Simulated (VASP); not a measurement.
Here is a VASP 6.6.1 calculation.

File INCAR:

```
PREC = Accurate
ENCUT = 600
EDIFF = 1E-7
ISMEAR = 1
SIGMA = 0.1
LREAL = F
LASPH = T
NELM = 120
ALGO = Normal
ISIF = 3
LWAVE = F
LCHARG = F
GGA = PS
IVDW = 12
IBRION = 2
NSW = 50
EDIFFG = -0.01
GGA_COMPAT = F
NELMIN = 4
```

Contents of KPOINTS:

```
regular mesh
0
Gamma
  11 11 3
```

POSCAR

```
Cu
1.0
    2.5307640000      0.0000000000      0.0000000000
   -1.2653820000      2.1917060000      0.0000000000
    0.0000000000      0.0000000000      8.2618150000
Cu
4
Direct
    0.0000000000      0.0000000000      0.0000000000
    0.3333333333      0.6666666667      0.2500000000
    0.0000000000      0.0000000000      0.5000000000
    0.6666666667      0.3333333333      0.7500000000
```

Potentials or basis: VASP PAW PBE potentials, release 64 (Cu).

Run with:

```bash
$ cat potpaw_PBE.64/Cu/POTCAR > POTCAR
$ mpirun -np 1 vasp_std > vasp.out
```

(1) What does it give for the relaxed cell?

(2) What does it give for the dispersion energy per atom?

(3) Estimate the space group after relaxing (to 0.05 Å).

## Answers

(1) a = 2.479 Å, b = 2.479 Å, c = 8.142 Å, α = 90.00°, β = 90.00°, γ = 120.00°.

(2) -0.572 eV.

(3) P6_3/mmc (No. 194).
